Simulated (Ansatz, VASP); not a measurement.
One calculation of KCl, two programs

Contents of POSCAR:

```
KCl
1.0
    0.0000000000      3.5072828304      3.5072828304
    3.5072828304      0.0000000000      3.5072828304
    3.5072828304      3.5072828304      0.0000000000
K Cl
1 1
Direct
    0.0000000000      0.0000000000      0.0000000000
    0.2500000000      0.2500000000      0.2500000000
```

The input INCAR.step1:

```
  PREC = Accurate
  ENCUT = 520
  EDIFF = 1E-5
  ISMEAR = 1
  SIGMA = 0.05
  LREAL = False
  LASPH = True
  NELM = 100
  ALGO = Normal
  ISIF = 2
  LWAVE = True
  LCHARG = False
  GGA = PE
  NBANDS = 15
```

INCAR.step2

```
  PREC = Accurate
  ENCUT = 520
  EDIFF = 1E-6
  ISMEAR = 1
  SIGMA = 0.05
  LREAL = False
  LASPH = True
  NELM = 100
  ALGO = Normal
  ISIF = 2
  LWAVE = False
  LCHARG = False
  GGA = PE
  LHFCALC = True
  HFSCREEN = 0.2079
  PRECFOCK = Normal
  ISTART = 1
  NBANDS = 15
```

The input KPOINTS:

```
Automatic mesh
0
Gamma
  4 4 4
```

Input for Ansatz:

```yaml
crystal:
  lattice:
    - [0.0, 3.5072828304, 3.5072828304]
    - [3.5072828304, 0.0, 3.5072828304]
    - [3.5072828304, 3.5072828304, 0.0]
  atoms:
    - { symbol: K, position: [0.0, 0.0, 0.0] }
    - { symbol: Cl, position: [0.25, 0.25, 0.25] }
kpoints:
  mp_grid: { grid: [4, 4, 4] }
hamiltonian:
  xc: hse06
scf:
  occupations: { method: methfessel_paxton, width: 0.05 }
  n_extra_bands: 4
output:
  forces: true
  stress: true
  eigenvalues: true
```

Alike in both runs: task single point; functional HSE06; k mesh 4 × 4 × 4; occupations methfessel-paxton of order 1, width 0.05 eV; no spin polarisation.

|  | VASP | Ansatz |
| --- | --- | --- |
| version | VASP 6.6.1 | Ansatz 0.2.0 |
| potentials or method | VASP PAW PBE potentials, release 64 (K_sv, Cl) | plane waves |
| plane-wave cutoff (eV) | 520 | 420 |
| valence electrons in the cell | 16 | 16 |

```csv
,VASP,Ansatz,Ansatz less VASP
gap on the k mesh at the Fermi level (eV),6.02,6.02,+0.004
pressure (GPa),0.2,0.1,-0.01
```

Ansatz's warnings: stress exchange threshold loose, stress scf threshold loose.
